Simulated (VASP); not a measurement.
# Al (Immm) in VASP: notebook

The runs below take Al through single point, relaxation of cell and atoms, with PBE.

Program: VASP 6.6.1. These are calculated values, not measurements. Logs are shortened: lines on timing, memory, paths and dates and some standing lists are left out, and cuts for length are marked.

**1. The cell of the first run**

Symmetry: Immm, No. 71, orthorhombic system. The conventional cell has a = 2.804 Å, b = 5.558 Å, c = 8.932 Å, α = 90.00°, β = 90.00°, γ = 90.00°. Al (site symmetry m2m) has 10 Al at 2.70 to 2.86 Å within 3.6 Å. Al (site symmetry mm2) has 12 Al at 2.80 to 3.14 Å within 3.7 Å.

The cell was built from a structure type or drawn by symmetry, and may not be a known phase.

**2. Single point, PBE**

Input file INCAR:

```
  ALGO = Fast
  EDIFF = 1E-6
  ENCUT = 520
  GGA = PE
  ISIF = 2
  ISMEAR = 0
  LASPH = True
  LCHARG = False
  LREAL = False
  LWAVE = False
  NBANDS = 14
  NELM = 60
  PREC = Accurate
  SIGMA = 0.1
```

Input file KPOINTS:

```
k-points
0
Gamma
  6 6 6
```

Input file POSCAR:

```
Al
1.0
   -1.4019389000      2.7791388000      4.4660136000
    1.4019389000     -2.7791388000      4.4660136000
    1.4019389000      2.7791388000     -4.4660136000
Al
4
Direct
    0.7426580000      0.0000000000      0.7426580000
    0.2573420000      0.0000000000      0.2573420000
    0.2248460000      0.7248460000      0.5000000000
    0.7751540000      0.2751540000      0.5000000000
```

Potentials or basis: VASP PAW PBE potentials, release 64 (Al).

On the command line:

```sh
> cat potpaw_PBE.64/Al/POTCAR > POTCAR
> mpirun -np 1 vasp_std > vasp.out
```

OUTCAR:

```text
EDIFF = 1E-6
   ENCUT = 520
   GGA = PE
   ISIF = 2
   ISMEAR = 0
   LASPH = True
   LREAL = False
   NELM = 60
   PREC = Accurate

 ion  position               nearest neighbor table
   1  0.743  0.000  0.743-   2 2.70   4 2.80   3 2.80   4 2.84   3 2.84   4 2.84   3 2.84   2 2.86

   2  0.257  0.000  0.257-   1 2.70   4 2.80   3 2.80   3 2.84   4 2.84   3 2.84   4 2.84   1 2.86

   3  0.225  0.725  0.500-   1 2.80   2 2.80   2 2.84   1 2.84   2 2.84   1 2.84   4 3.14   4 3.14
                             4 3.14   4 3.14
   4  0.775  0.275  0.500-   1 2.80   2 2.80   1 2.84   2 2.84   1 2.84   2 2.84   3 3.14   3 3.14
                             3 3.14   3 3.14

  LATTYP: Found a body centered orthorhombic cell.
 ALAT       =     2.8038778000
 B/A-ratio  =     1.9823537245
 C/A-ratio  =     3.1855978888

  Lattice vectors:

 A1 = (  -1.4019389000,   2.7791388000,   4.4660136000)
 A2 = (   1.4019389000,  -2.7791388000,   4.4660136000)
 A3 = (   1.4019389000,   2.7791388000,  -4.4660136000)

Analysis of symmetry for initial positions (statically):
=====================================================================
 Subroutine PRICEL returns:
 Original cell was already a primitive cell.

 Routine SETGRP: Setting up the symmetry group for a
 body centered orthorhombic supercell.

 Subroutine GETGRP returns: Found  8 space group operations
 (whereof  8 operations were pure point group operations)
 out of a pool of  8 trial point group operations.

The static configuration has the point symmetry D_2h.

Analysis of symmetry for dynamics (positions and initial velocities):
=====================================================================
 Subroutine PRICEL returns:
 Original cell was already a primitive cell.

 Routine SETGRP: Setting up the symmetry group for a
 body centered orthorhombic supercell.

 Subroutine GETGRP returns: Found  8 space group operations
 (whereof  8 operations were pure point group operations)
 out of a pool of  8 trial point group operations.

The dynamic configuration has the point symmetry D_2h.

 Subroutine INISYM returns: Found  8 space group operations
 (whereof  8 operations are pure point group operations),
 and found     1 'primitive' translations

----------------------------------------------------------------------------------------

                                     Primitive cell

  volume of cell :      69.6016

  direct lattice vectors                    reciprocal lattice vectors
    -1.401938900  2.779138800  4.466013600     0.000000000  0.179911849  0.111956668
     1.401938900 -2.779138800  4.466013600     0.356648924  0.000000000  0.111956668
     1.401938900  2.779138800 -4.466013600     0.356648924  0.179911849  0.000000000

  length of vectors
     5.443741602  5.443741602  5.443741602     0.211902262  0.373808441  0.399458043

  position of ions in fractional coordinates (direct lattice)
     0.742658000  0.000000000  0.742658000
     0.257342000  0.000000000  0.257342000
     0.224846000  0.724846000  0.500000000
     0.775154000  0.275154000  0.500000000

  ion indices of the primitive-cell ions
   primitive index   ion index
                 1           1
                 2           2
                 3           3
                 4           4

----------------------------------------------------------------------------------------

 KPOINTS: k-points

Automatic generation of k-mesh.
 Grid dimensions read from file:
 generate k-points for:    6    6    6

 Generating k-lattice:

  Cartesian coordinates                     Fractional coordinates (reciprocal lattice)
     0.000000000  0.029985308  0.018659445     0.166666667 -0.000000000  0.000000000
     0.059441487  0.000000000  0.018659445     0.000000000  0.166666667  0.000000000
     0.059441487  0.029985308  0.000000000     0.000000000 -0.000000000  0.166666667

  Length of vectors
     0.035317044  0.062301407  0.066576341

  Shift w.r.t. Gamma in fractional coordinates (k-lattice)
     0.000000000  0.000000000  0.000000000

 Subroutine IBZKPT returns following result:
 ===========================================

 Found     46 irreducible k-points:

 Following reciprocal coordinates:
            Coordinates               Weight
  0.000000  0.000000  0.000000      1.000000
  0.166667  0.000000 -0.000000      4.000000
  0.333333  0.000000 -0.000000      4.000000
  0.500000  0.000000 -0.000000      2.000000
  0.000000  0.166667  0.000000      4.000000
  0.166667  0.166667 -0.000000      8.000000
[... 16 lines left out ...]
 -0.166667  0.166667  0.166667      2.000000
  0.166667  0.333333  0.166667      4.000000
 [... further k-points ...]
   k-points           NKPTS =     46   k-points in BZ     NKDIM =     46   number of bands    NBANDS=     14
   number of dos      NEDOS =    301   number of ions     NIONS =      4
   total plane-waves  NPLWV =  64000
   dimension x,y,z NGX =    40 NGY =   40 NGZ =   40
   dimension x,y,z NGXF=    80 NGYF=   80 NGZF=   80
   ions per type =               4
   NGX,Y,Z   is equivalent  to a cutoff of  12.22, 12.22, 12.22 a.u.
   NGXF,Y,Z  is equivalent  to a cutoff of  24.43, 24.43, 24.43 a.u.
 SYSTEM =  unknown system
   PREC   = accura    normal or accurate (medium, high low for compatibility)
   ISTART =      0    job   : 0-new  1-cont  2-samecut
   ICHARG =      2    charge: 1-file 2-atom 10-const
   ISPIN  =      1    spin polarized calculation?
   LNONCOLLINEAR =      F non collinear calculations
   LSORBIT =      F    spin-orbit coupling
   LASPH  =      T    aspherical Exc in radial PAW
   ENCUT  =  520.0 eV  38.22 Ry    6.18 a.u.  10.12 10.12 10.12*2*pi/ulx,y,z
   NELM   =     60;   NELMIN=  2; NELMDL= -5     # of ELM steps
   EDIFF  = 0.1E-05   stopping-criterion for ELM
   LREAL  =      F    real-space projection
   EDIFFG = 0.1E-04   stopping-criterion for IOM
   NSW    =      0    number of steps for IOM
   IBRION =     -1    ionic relax: 0-MD 1-quasi-New 2-CG
   NFREE  =      0    steps in history (QN), initial steepest desc. (CG)
   ISIF   =      2    stress and relaxation
   ISYM   =      2    0-nonsym 1-usesym 2-fastsym
   POTIM  = 0.5000    time-step for ionic-motion
   TEBEG  =    0.0;   TEEND  =   0.0 temperature during run
   PSTRESS=    0.0 pullay stress
   NELECT =      12.0000    total number of electrons
   NUPDOWN=      -1.0000    fix difference up-down
   EMIN   =  10.00;   EMAX   =-10.00  energy-range for DOS
   EFERMI =   0.00;   METHOD = LEGACY
   ISMEAR =     0;   SIGMA  =   0.10  broadening in eV -4-tet -1-fermi 0-gaus
   EFERMI_NEDOS =   21; number of points for ismear=-14 and -15
   IALGO  =     68    algorithm
   IMIX   =      4    mixing-type and parameters
     AMIX     =   0.40;   BMIX     =  1.00
     AMIX_MAG =   1.60;   BMIX_MAG =  1.00
  volume/ion in A,a.u.               =      17.40       117.42
  Fermi-wavevector in a.u.,A,eV,Ry     =   0.911162  1.721846 11.295770  0.830216
  Thomas-Fermi vector in A             =   2.035409
   LORBIT       =      0    0 simple, 1 ext, 2 COOP (PROOUT), +10 PAW based schemes
   GGA     = PE    functional components
   LHFCALC =     F    Hartree Fock is set to
   AEXX    =    0.0000 exact exchange contribution
   IVDW    =     0    specifies the selected vdW correction
   LEPSILON=     F    determine dielectric tensor
   LRPA    =     F    only Hartree local field effects (RPA)
 non-spin polarized calculation
 RMM-DIIS sequential band-by-band and
 Gauss-broadening in eV      SIGMA  =   0.10
  energy-cutoff  :      520.00
  volume of cell :       69.60
 maximum number of plane-waves:      1890
   NGX = 21   NGY = 21   NGZ = 21

 number of electron      12.0000000 magnetization

 Free energy of the ion-electron system (eV)
  ---------------------------------------------------
  ext. energy  EPLUGINS =         0.00000000
  ---------------------------------------------------
  free energy    TOTEN  =       -14.70848435 eV

  energy without entropy =      -14.70375545  energy(sigma->0) =      -14.70611990

 E-fermi :   7.4339     XC(G=0):  -9.9836

 val. band max:        7.3516358189   @ k =  -0.1667   0.3333   0.0000
 cond. band min:       7.4414759751   @ k =  -0.3333   0.3333   0.0000
 fundamental gap:      0.0898401562
 Fermi energy:         7.4338866293

 k-point     1 :       0.0000    0.0000    0.0000
  band No.  band energies     occupation
      1      -3.3703      2.00000
      2       2.9224      2.00000
      3       3.0053      2.00000
      4       3.1788      2.00000
      5       3.1820      2.00000
      6       3.9333      2.00000
      7       4.2469      2.00000
      8      14.3374      0.00000
      9      14.4168      0.00000
     10      15.5536      0.00000
     11      15.7215      0.00000
     12      15.7408      0.00000
     13      16.5491      0.00000
     14      16.6177      0.00000

 k-point     2 :       0.1667    0.0000   -0.0000
  band No.  band energies     occupation
      1      -3.1882      2.00000
      2       1.1736      2.00000
      3       2.3394      2.00000
      4       2.8890      2.00000
      5       4.3000      2.00000
      6       5.1729      2.00000
      7       5.6063      2.00000
      8      11.9432      0.00000
      9      13.7965      0.00000
     10      15.2660      0.00000
     11      15.7828      0.00000
     12      16.2832      0.00000
     13      16.3173      0.00000
     14      16.7597      0.00000
[... 343 lines left out ...]
      1      -1.3047      2.00000
      2       4.7942      2.00000
      3       4.8067      2.00000
      4       5.1302      2.00000
      5       5.1957      2.00000
      6       5.7461      2.00000
      7       6.0547      2.00000
      8       6.6817      2.00000
      9       6.9462      2.00000
     10       9.3442      0.00000
     11       9.7503      0.00000
     12      15.6596      0.00000
     13      15.7298      0.00000
     14      15.8709      0.00000

 k-point    24 :       0.1667    0.3333    0.1667
  band No.  band energies     occupation
      1       1.9635      2.00000
      2       2.3932      2.00000
      3       3.5159      2.00000
      4       3.9242      2.00000
      5       5.4240      2.00000
      6       6.2435      2.00000
      7       6.8182      2.00000
      8       7.6838      0.00041
      9       9.7693      0.00000
     10      10.1767      0.00000
     11      12.5876      0.00000
     12      12.5998      0.00000
     13      12.8501      0.00000
     14      13.0547      0.00000

 [... further k-points ...]

------------------------ aborting loop because EDIFF is reached ----------------------------------------

  FORCE on cell =-STRESS in cart. coord.  units (eV):
  Direction    XX          YY          ZZ          XY          YZ          ZX
  --------------------------------------------------------------------------------------
  -------------------------------------------------------------------------------------
  Total        1.3096885     -0.5390934     -0.6198416     -0.0000000      0.0000000      0.0000000
  in kB       30.1480509    -12.4095278    -14.2682905     -0.0000000      0.0000000      0.0000000
  external PRESSURE =       1.1567442 kB  Pullay stress =       0.0000000 kB

 VOLUME and BASIS-vectors are now :
 -----------------------------------------------------------------------------
  energy-cutoff  :      520.00
  volume of cell :       69.60
      direct lattice vectors                 reciprocal lattice vectors
    -1.401938900  2.779138800  4.466013600     0.000000000  0.179911849  0.111956668
     1.401938900 -2.779138800  4.466013600     0.356648924  0.000000000  0.111956668
     1.401938900  2.779138800 -4.466013600     0.356648924  0.179911849  0.000000000

 POSITION                                       TOTAL-FORCE (eV/Angst)
 -----------------------------------------------------------------------------------
      0.00000      4.12790      0.00000         0.000000      0.020659     -0.000000
      0.00000      1.43038      0.00000         0.000000     -0.020659     -0.000000
      1.40194      0.00000      2.00833        -0.000000     -0.000000     -0.037933
     -0.00000      2.77914      2.45768         0.000000      0.000000      0.037933
 -----------------------------------------------------------------------------------
    total drift:                               -0.000000     -0.000000      0.000000

  FREE ENERGIE OF THE ION-ELECTRON SYSTEM (eV)
  ---------------------------------------------------
  free  energy   TOTEN  =       -14.7084843515 eV

  energy  without entropy=      -14.7037554501  energy(sigma->0) =      -14.70611990
```

Run time: 61 s. Hardware: 1 thread of Intel Xeon Platinum 8488C (Sapphire Rapids), shared host; peak memory 0.23 GiB.

Results:

| Property | Result |
| --- | --- |
| Free energy | -14.7085 eV |
| Pressure | 0.1 GPa |
| Largest force | 0.038 eV/Å |
| Band gap on the k mesh | zero (bands 6 and 7 overlap by 5.26 eV) |

Forces on the atoms (eV/Å):
```
Al   0.000  0.021  0.000
Al   0.000 -0.021  0.000
Al   0.000  0.000 -0.038
Al   0.000  0.000  0.038
```

Caveat: the k points lie up to 0.39 Å⁻¹ apart, too coarse for converged energies and pressures of a metal.

**3. Single point, PBE**

This run uses another cell than the first one: it holds 8 atoms, not 4.

Input file INCAR:

```
PREC = Accurate
ENCUT = 520
EDIFF = 1E-6
ISMEAR = 0
SIGMA = 0.2
LREAL = False
LASPH = True
NELM = 100
ALGO = Fast
ISIF = 2
LWAVE = False
LCHARG = False
GGA = PE
NBANDS = 22
```

Input file KPOINTS:

```
regular mesh
0
Gamma
  6 6 4
```

Input file POSCAR:

```
Al
1.0
   -1.4019389000      2.7791388000     -4.4660136000
   -1.4019389000      2.7791388000      4.4660136000
    5.6077556000      0.0000000000      0.0000000000
Al
8
Direct
    0.7426580000      0.7426580000      0.3713290000
    0.7426580000      0.7426580000      0.8713290000
    0.2573420000      0.2573420000      0.1286710000
    0.2573420000      0.2573420000      0.6286710000
    0.7751540000      0.2248460000      0.2500000000
    0.7751540000      0.2248460000      0.7500000000
    0.2248460000      0.7751540000      0.2500000000
    0.2248460000      0.7751540000      0.7500000000
```

Potentials or basis: VASP PAW PBE potentials, release 64 (Al).

On the command line:

```sh
> cat potpaw_PBE.64/Al/POTCAR > POTCAR
> mpirun -np 1 vasp_std > vasp.out
```

Run time: 1.8 min. Hardware: 1 thread of Intel Xeon Platinum 8488C (Sapphire Rapids), shared host; peak memory 0.29 GiB.

Results (log left out):

```
Free energy            : -29.2800 eV
Pressure               : 0.0 GPa
Largest force          : 0.035 eV/Å
Band gap on the k mesh : zero (bands 12 and 13 overlap by 4.69 eV)
```

Forces on the atoms (eV/Å):
```
Al   0.002 -0.035  0.000
Al   0.002 -0.035  0.000
Al  -0.002  0.035  0.000
Al  -0.002  0.035  0.000
Al   0.000  0.000  0.017
Al   0.000  0.000  0.017
Al   0.000  0.000 -0.017
Al   0.000  0.000 -0.017
```

Stress tensor (GPa, compression positive):
```
-0.17  0.75  0.00
 0.75  0.48  0.00
 0.00  0.00 -0.39
```

Levels at points of the mesh, in eV from the Fermi level:
```csv
k point,band 9,band 10,band 11,band 12,band 13,band 14,band 15,band 16
"(0.00, 0.00, 0.00)",-3.44,-3.31,-3.13,-3.00,-2.82,1.38,2.07,2.27
"(0.50, 0.00, 0.00)",-1.62,-1.27,-0.83,-0.27,-0.09,0.32,1.43,1.73
"(0.50, 0.50, 0.00)",-3.00,-2.82,0.61,0.64,1.33,1.38,1.54,2.07
"(0.00, 0.00, 0.50)",-1.75,-1.75,-0.76,-0.76,-0.41,-0.41,1.27,1.27
"(0.50, 0.00, 0.50)",-1.88,-1.88,0.05,0.05,1.43,1.43,1.93,1.93
"(0.50, 0.50, 0.50)",-0.38,-0.38,-0.28,-0.28,0.66,0.66,3.53,3.53
```

**4. Relaxation of cell and atoms, PBE**

Input file INCAR:

```
PREC     = Accurate       # precision mode
ENCUT    = 600            # plane-wave cutoff, eV
EDIFF    = 1E-6           # SCF threshold, eV
ISMEAR   = 0              # smearing method
SIGMA    = 0.1            # smearing width, eV
LREAL    = F              # projectors in reciprocal space
LASPH    = T              # aspherical terms in the spheres
NELM     = 60             # most SCF steps
ALGO     = Fast           # electronic algorithm
ISIF     = 3              # what is computed and relaxed
LWAVE    = F              # write WAVECAR
LCHARG   = F              # write CHGCAR
GGA      = PE             # functional
IBRION   = 2              # ionic algorithm
NSW      = 100            # ionic steps
EDIFFG   = -0.01          # ionic threshold
```

Input file KPOINTS:

```
Automatic mesh
0
Gamma
  18 18 18
```

Input file POSCAR:

```
Al
1.0
   -1.4019389000      2.7791388000      4.4660136000
    1.4019389000     -2.7791388000      4.4660136000
    1.4019389000      2.7791388000     -4.4660136000
Al
4
Direct
    0.7426580000      0.0000000000      0.7426580000
    0.2573420000      0.0000000000      0.2573420000
    0.2248460000      0.7248460000      0.5000000000
    0.7751540000      0.2751540000      0.5000000000
```

On the command line:

```sh
> cat potpaw_PBE.64/Al/POTCAR > POTCAR
> mpirun -np 1 vasp_std > vasp.out
```

Run time: 33 min. Hardware: 1 thread of Oxide Virtual Turin-like, shared host; peak memory 0.74 GiB.

Results (log left out):

```
Free energy             : -14.6672 eV
Pressure after relaxing : 0.0 GPa
Band gap on the k mesh  : zero (bands 6 and 7 overlap by 5.26 eV)
```

Final structure:
```
Al
1.0
    -1.40194    2.77914    4.46601
     1.40194   -2.77914    4.46601
     1.40194    2.77914   -4.46601
Al
4
Cartesian
  0.0000 4.1279 0.0000
  0.0000 1.4304 0.0000
  1.4019 0.0000 2.0083
  0.0000 2.7791 2.4577
```

Levels at points of the mesh, in eV from the Fermi level:
```
           k point  band 4  band 5  band 6  band 7  band 8  band 9
(0.00, 0.00, 0.00)   -4.21   -4.20   -3.45   -3.13    6.95    7.03
(0.50, 0.00, 0.00)   -5.32   -0.10    0.32    1.42    1.73    3.51
(0.00, 0.50, 0.00)   -1.83   -1.63   -1.28   -0.84   -0.27    1.75
(0.50, 0.50, 0.00)   -3.31   -3.01   -2.82    1.37    2.07    2.27
(0.50, 0.50, 0.50)   -5.97    0.61    0.63    1.32    1.53    5.02
```

Caveat: the relaxation stopped at its first step, so nothing moved.

**5. The runs side by side**

```csv
task,cell,k mesh,cutoff (eV),smearing,gap on the mesh (eV),pressure (GPa),largest force (eV/Å)
single point,"a = 5.444 Å, angles 150.2, 118.6, 69.8°, 4 atoms, atomic positions A",6 × 6 × 6,520,gaussian 0.1 eV,none,0.1,0.04
single point,"a = 5.444, b = 5.444, c = 5.608 Å, angles 104.9, 104.9, 110.2°, 8 atoms, atomic positions B",6 × 6 × 4,520,gaussian 0.2 eV,none,0.0,0.03
relaxation of cell and atoms,"relaxed from a = 5.444 Å, angles 150.2, 118.6, 69.8°, 4 atoms, atomic positions A",18 × 18 × 18,600,gaussian 0.1 eV,none,0.0,-
```

Alike in all rows: level PBE; potentials or basis VASP PAW PBE potentials, release 64 (Al); no spin polarisation.

Caveats: some runs use coarse meshes; the relaxation stopped at its first step, so nothing moved (at least some runs).

Absolute energies hang on the potentials; compare differences alone.
